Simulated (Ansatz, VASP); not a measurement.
**Two plane-wave programs on MnO**

```
Mn O
1.0
     0.00000    2.22391    2.22391
     2.22391    0.00000    2.22391
     2.22391    2.22391    0.00000
Mn O
1 1
Direct
  0.00000 0.00000 0.00000
  0.50000 0.50000 0.50000
```

Alike in both runs: functional PBE0; k mesh 5 × 5 × 5; occupations fermi-dirac, width 0.05 eV; collinear spin.

|  | VASP | Ansatz |
| --- | --- | --- |
| version | VASP 6.6.1 | Ansatz 0.2.0 |
| potentials or method | VASP PAW PBE potentials, release 64 (Mn_pv, O) | Ansatz PAW |
| plane-wave cutoff (eV) | 520 | 420 |
| valence electrons in the cell | 19 | 21 |
| task | single point | band structure |

Ansatz gave:

```
gap on the k mesh at the Fermi level (eV)                     : 2.17
least direct gap on the mesh (eV)                             : 4.77
pressure (GPa)                                                : 0.9
net moment per atom (μB)                                      : 2.50
size of the moment on the site where the two differ most (μB) : 4.31
```

**Question.** Which values does VASP return?

**Answer.** gap on the k mesh at the Fermi level (eV): 2.20; least direct gap on the mesh (eV): 4.79; pressure (GPa): 1.3; net moment per atom (μB): 2.50; size of the moment on the site where the two differ most (μB): 4.58.

Site moments also hang on the region over which each program counts them. VASP's potentials hold 19 valence electrons a cell and Ansatz's 21, so a difference there can come from the potentials and not from the codes.

The k mesh is coarse, so the values compare programs but aren't converged. Noted on Ansatz's run: the magnetic or orbital state may not be the lowest; the k mesh misses the band edges, so the gap on the mesh is wider than the one along the path.
